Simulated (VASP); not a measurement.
# TiAl2N3 (P3m1) in VASP: single point with PBE

Aim: the single point of TiAl2N3 with PBE.

Everything below comes from runs of VASP 6.6.1. Logs are shortened: lines on timing, memory, paths and dates and some standing lists are left out, and cuts for length are marked.

**1. The cell of the first run**

Symmetry: P3m1, No. 156, trigonal system. The conventional cell has a = 3.150 Å, b = 3.150 Å, c = 7.827 Å, α = 90.00°, β = 90.00°, γ = 120.00°. Within 2.6 Å of Ti (site symmetry 3m) lie 4 N at 1.97 to 2.03 Å. Al (site symmetry 3m) has 4 N at 1.91 to 1.93 Å within 2.5 Å. Al (site symmetry 3m) has 4 N at 1.91 to 1.93 Å within 2.5 Å. Within 2.5 Å of N (site symmetry 3m) lie 3 Al at 1.91 Å and 1 Ti at 2.03 Å. N (site symmetry 3m) has 1 Al at 1.93 Å and 3 Ti at 1.97 Å within 2.6 Å. Within 2.5 Å of N (site symmetry 3m) lie 4 Al at 1.91 to 1.93 Å.

**2. Single point, PBE**

The input, INCAR:

```
SYSTEM = TiAl2N3
  ALGO = Normal
  EDIFF = 1E-7
  ENCUT = 520
  GGA = PE
  ISIF = 2
  ISMEAR = 0
  LASPH = .TRUE.
  LCHARG = .FALSE.
  LREAL = .FALSE.
  LWAVE = .FALSE.
  NBANDS = 26
  NELM = 100
  PREC = Accurate
  SIGMA = 0.1
```

The input, KPOINTS:

```
k-points
0
G
  12 12 6
  0 0 0
```

The input, POSCAR:

```
TiAl2N3
1.0
    3.1504842197      0.0000000000      0.0000000000
   -1.5752421098      2.7283993685      0.0000000000
    0.0000000000      0.0000000000      7.8271045628
Ti Al N
1 2 3
Direct
    0.6666666667      0.3333333333      0.3299202936
    0.0000000000      0.0000000000      0.9969539963
    0.3333333333      0.6666666667      0.6744134785
    0.6666666667      0.3333333333      0.0705318401
    0.3333333333      0.6666666667      0.4272791689
    0.0000000000      0.0000000000      0.7509012226
```

Potentials or basis: VASP PAW PBE potentials, release 64 (Ti_sv, Al, N).

The run is started by

```sh
$ cat potpaw_PBE.64/Ti_sv/POTCAR potpaw_PBE.64/Al/POTCAR potpaw_PBE.64/N/POTCAR > POTCAR
$ mpirun -np 1 vasp_std > vasp.out
```

OUTCAR:

```text
SYSTEM = TiAl2N3
   EDIFF = 1E-7
   ENCUT = 520
   GGA = PE
   ISIF = 2
   ISMEAR = 0
   LASPH = .TRUE.
   LREAL = .FALSE.
   NELM = 100
   PREC = Accurate

 ion  position               nearest neighbor table
   1  0.667  0.333  0.330-   5 1.97   5 1.97   5 1.97   4 2.03
   2  0.000  0.000  0.997-   4 1.91   4 1.91   4 1.91   6 1.93   3 3.11   3 3.11   3 3.11
   3  0.333  0.667  0.674-   6 1.91   6 1.91   6 1.91   5 1.93   2 3.11   2 3.11   2 3.11
   4  0.667  0.333  0.071-   2 1.91   2 1.91   2 1.91   1 2.03
   5  0.333  0.667  0.427-   3 1.93   1 1.97   1 1.97   1 1.97
   6  0.000  0.000  0.751-   3 1.91   3 1.91   3 1.91   2 1.93

  LATTYP: Found a hexagonal cell.
 ALAT       =     3.1504842197
 C/A-ratio  =     2.4844131940

  Lattice vectors:

 A1 = (   3.1504842197,   0.0000000000,   0.0000000000)
 A2 = (  -1.5752421098,   2.7283993685,   0.0000000000)
 A3 = (   0.0000000000,   0.0000000000,   7.8271045628)

Analysis of symmetry for initial positions (statically):
=====================================================================
 Subroutine PRICEL returns:
 Original cell was already a primitive cell.

 Routine SETGRP: Setting up the symmetry group for a
 hexagonal supercell.

 Subroutine GETGRP returns: Found  6 space group operations
 (whereof  6 operations were pure point group operations)
 out of a pool of 24 trial point group operations.

The static configuration has the point symmetry C_3v.

Analysis of symmetry for dynamics (positions and initial velocities):
=====================================================================
 Subroutine PRICEL returns:
 Original cell was already a primitive cell.

 Routine SETGRP: Setting up the symmetry group for a
 hexagonal supercell.

 Subroutine GETGRP returns: Found  6 space group operations
 (whereof  6 operations were pure point group operations)
 out of a pool of 24 trial point group operations.

The dynamic configuration has the point symmetry C_3v.

 Subroutine INISYM returns: Found  6 space group operations
 (whereof  6 operations are pure point group operations),
 and found     1 'primitive' translations

----------------------------------------------------------------------------------------

                                     Primitive cell

  volume of cell :      67.2801

  direct lattice vectors                    reciprocal lattice vectors
     3.150484220  0.000000000  0.000000000     0.317411525  0.183257629  0.000000000
    -1.575242110  2.728399368  0.000000000     0.000000000  0.366515259  0.000000000
[... 93 lines left out ...]
   EDIFF  = 0.1E-06   stopping-criterion for ELM
   LREAL  =      F    real-space projection
   EDIFFG = 0.1E-05   stopping-criterion for IOM
   NSW    =      0    number of steps for IOM
   IBRION =     -1    ionic relax: 0-MD 1-quasi-New 2-CG
   NFREE  =      0    steps in history (QN), initial steepest desc. (CG)
   ISIF   =      2    stress and relaxation
   ISYM   =      2    0-nonsym 1-usesym 2-fastsym
   POTIM  = 0.5000    time-step for ionic-motion
   TEBEG  =    0.0;   TEEND  =   0.0 temperature during run
   PSTRESS=    0.0 pullay stress
   NELECT =      33.0000    total number of electrons
   NUPDOWN=      -1.0000    fix difference up-down
   EMIN   =  10.00;   EMAX   =-10.00  energy-range for DOS
   EFERMI =   0.00;   METHOD = LEGACY
   ISMEAR =     0;   SIGMA  =   0.10  broadening in eV -4-tet -1-fermi 0-gaus
   EFERMI_NEDOS =   21; number of points for ismear=-14 and -15
   IALGO  =     38    algorithm
   IMIX   =      4    mixing-type and parameters
     AMIX     =   0.40;   BMIX     =  1.00
     AMIX_MAG =   1.60;   BMIX_MAG =  1.00
  volume/ion in A,a.u.               =      11.21        75.67
  Fermi-wavevector in a.u.,A,eV,Ry     =   1.291073  2.439774 22.679124  1.666869
  Thomas-Fermi vector in A             =   2.422865
   LORBIT       =      0    0 simple, 1 ext, 2 COOP (PROOUT), +10 PAW based schemes
   GGA     = PE    functional components
   LHFCALC =     F    Hartree Fock is set to
   AEXX    =    0.0000 exact exchange contribution
   IVDW    =     0    specifies the selected vdW correction
   LEPSILON=     F    determine dielectric tensor
   LRPA    =     F    only Hartree local field effects (RPA)
 non-spin polarized calculation
 Gauss-broadening in eV      SIGMA  =   0.10
  energy-cutoff  :      520.00
  volume of cell :       67.28
 maximum number of plane-waves:      1825
   NGX = 11   NGY = 11   NGZ = 29

 number of electron      33.0000004 magnetization

 Free energy of the ion-electron system (eV)
  ---------------------------------------------------
  ext. energy  EPLUGINS =         0.00000000
  ---------------------------------------------------
  free energy    TOTEN  =       -48.13429945 eV

  energy without entropy =      -48.12082123  energy(sigma->0) =      -48.12756034

 E-fermi :   8.2875     XC(G=0): -11.0512

 val. band max:        8.2856541321   @ k =   0.2500   0.1667   0.1667
 cond. band min:       8.2964657757   @ k =  -0.1667   0.4167   0.1667
 fundamental gap:      0.0108116435
 Fermi energy:         8.2875392795

 k-point     1 :       0.0000    0.0000    0.0000
  band No.  band energies     occupation
      1     -49.3632      2.00000
      2     -25.7724      2.00000
      3     -25.4586      2.00000
      4     -25.4586      2.00000
      5      -8.7634      2.00000
      6      -7.5808      2.00000
[... 685 lines left out ...]
     25      15.7833      0.00000
     26      16.4385      0.00000

 [... further k-points ...]
[... 5 lines left out ...]
  --------------------------------------------------------------------------------------
  -------------------------------------------------------------------------------------
  Total       -0.0246779     -0.0246779     -0.0503404     -0.0000000      0.0000000      0.0000000
  in kB       -0.5876687     -0.5876687     -1.1987834     -0.0000000      0.0000000      0.0000000
  external PRESSURE =      -0.7913736 kB  Pullay stress =       0.0000000 kB

 VOLUME and BASIS-vectors are now :
 -----------------------------------------------------------------------------
  energy-cutoff  :      520.00
  volume of cell :       67.28
      direct lattice vectors                 reciprocal lattice vectors
     3.150484220  0.000000000  0.000000000     0.317411525  0.183257629  0.000000000
    -1.575242110  2.728399368  0.000000000     0.000000000  0.366515259  0.000000000
     0.000000000  0.000000000  7.827104563     0.000000000  0.000000000  0.127761165

 POSITION                                       TOTAL-FORCE (eV/Angst)
 -----------------------------------------------------------------------------------
      1.57524      0.90947      2.58232        -0.000000      0.000000     -0.012281
      0.00000      0.00000      7.80326        -0.000000      0.000000     -0.002406
     -0.00000      1.81893      5.27870         0.000000     -0.000000     -0.006013
      1.57524      0.90947      0.55206         0.000000     -0.000000     -0.025859
     -0.00000      1.81893      3.34436        -0.000000      0.000000      0.047639
      0.00000      0.00000      5.87738         0.000000      0.000000     -0.001080
 -----------------------------------------------------------------------------------
    total drift:                               -0.000001      0.000001     -0.000088

  FREE ENERGIE OF THE ION-ELECTRON SYSTEM (eV)
  ---------------------------------------------------
  free  energy   TOTEN  =       -48.1342994463 eV

  energy  without entropy=      -48.1208212304  energy(sigma->0) =      -48.12756034
```

It took 2.3 min on 1 thread of AMD EPYC 7R13 (Zen 3), shared host; peak memory 0.26 GiB.

What came out:

```yaml
Free_energy: -48.1343 eV
Pressure: -0.1 GPa
Largest_force: 0.048 eV/Å
Band_gap_on_the_k_mesh: zero (an odd number of electrons rules out a gap without spin polarisation)
```

Forces on the atoms (eV/Å):
```
Ti   0.000  0.000 -0.012
Al   0.000  0.000 -0.002
Al   0.000  0.000 -0.006
N    0.000  0.000 -0.026
N    0.000  0.000  0.048
N    0.000  0.000 -0.001
```

Levels at points of the mesh, in eV from the Fermi level:
```csv
k point,band 13,band 14,band 15,band 16,band 17,band 18,band 19,band 20
"(0.00, 0.00, 0.00)",-3.13,-3.13,-2.88,-2.88,1.10,1.11,1.11,2.73
"(0.50, 0.00, 0.00)",-4.18,-4.03,-3.54,-3.22,-0.30,1.21,1.79,1.98
"(0.00, 0.00, 0.50)",-3.18,-3.18,-2.84,-2.84,1.11,1.11,1.77,2.40
"(0.50, 0.00, 0.50)",-4.41,-3.64,-3.53,-3.48,0.06,0.86,1.77,1.78
```
